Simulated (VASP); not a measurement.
Set up this calculation in VASP 6.6.1, as the native input.

```
Task                   : single point
Functional             : r2SCAN
Potentials or basis    : VASP PAW PBE potentials, release 64 (Ag)
Cutoff                 : 520 eV
k mesh                 : 18 × 18 × 6
Occupations            : gaussian, width 0.15 eV
Spin                   : no spin polarisation
Dipole correction      : no
Further INCAR settings : ALGO = Normal; EDIFF = 1e-06; NBANDS = 30
```

Ag:

```
Ag
1.0
     2.99237    0.00000    0.00000
    -1.49618    2.59146    0.00000
     0.00000    0.00000    9.18298
Ag
4
Cartesian
  0.0000 1.7276 2.2957
  1.4962 0.8638 6.8872
  0.0000 0.0000 0.0000
  0.0000 0.0000 4.5915
```

This cell differs from its parent crystal: strain +0.030 along x and y, -0.030 along z.

One way to write it, as run:

POSCAR

```
Ag
1.0
    2.9923652739      0.0000000000      0.0000000000
   -1.4961826370      2.5914643446      0.0000000000
    0.0000000000      0.0000000000      9.1829847625
Ag
4
Direct
    0.3333333333      0.6666666667      0.2500000000
    0.6666666667      0.3333333333      0.7500000000
    0.0000000000      0.0000000000      0.0000000000
    0.0000000000      0.0000000000      0.5000000000
```

INCAR.step1

```
SYSTEM = Ag
PREC = Accurate
ENCUT = 520
ISMEAR = 0
SIGMA = 0.15
LREAL = .FALSE.
LASPH = .TRUE.
NELM = 100
NBANDS = 30
GGA = PE
ALGO = Normal
EDIFF = 1E-4
LWAVE = .TRUE.
LCHARG = .FALSE.
```

INCAR.step2

```
SYSTEM = Ag
PREC = Accurate
ENCUT = 520
EDIFF = 1E-6
ISMEAR = 0
SIGMA = 0.15
LREAL = .FALSE.
LASPH = .TRUE.
NELM = 100
ALGO = Normal
ISIF = 2
LWAVE = .FALSE.
LCHARG = .FALSE.
METAGGA = R2SCAN
LMIXTAU = .TRUE.
NBANDS = 30
ISTART = 1
```

KPOINTS

```
Automatic mesh
0
G
  18 18 6
  0 0 0
```

Potentials or basis: VASP PAW PBE potentials, release 64 (Ag).

Run with:

```sh
$ cat potpaw_PBE.64/Ag/POTCAR > POTCAR
$ cp INCAR.step1 INCAR
$ mpirun -np 1 vasp_std > vasp.out
$ cp INCAR.step2 INCAR
$ mpirun -np 1 vasp_std > vasp.out
```

Results of the run:

```json
{
 "Pressure": "-2.2 GPa",
 "Band gap on the k mesh": "zero (band 22 reaches 10.94 eV, above the bottom of band 23 at 4.58 eV)"
}
```

Caveat: the cell differs from its parent crystal (strain +0.030 along x and y, -0.030 along z); the PAW data sets were made with another functional, which shifts forces and pressure a little.

Run time: 6.4 min on 1 thread of Intel(R) Xeon(R) 6975P-C (Granite Rapids), with other jobs on the host, peak memory 0.37 GiB.
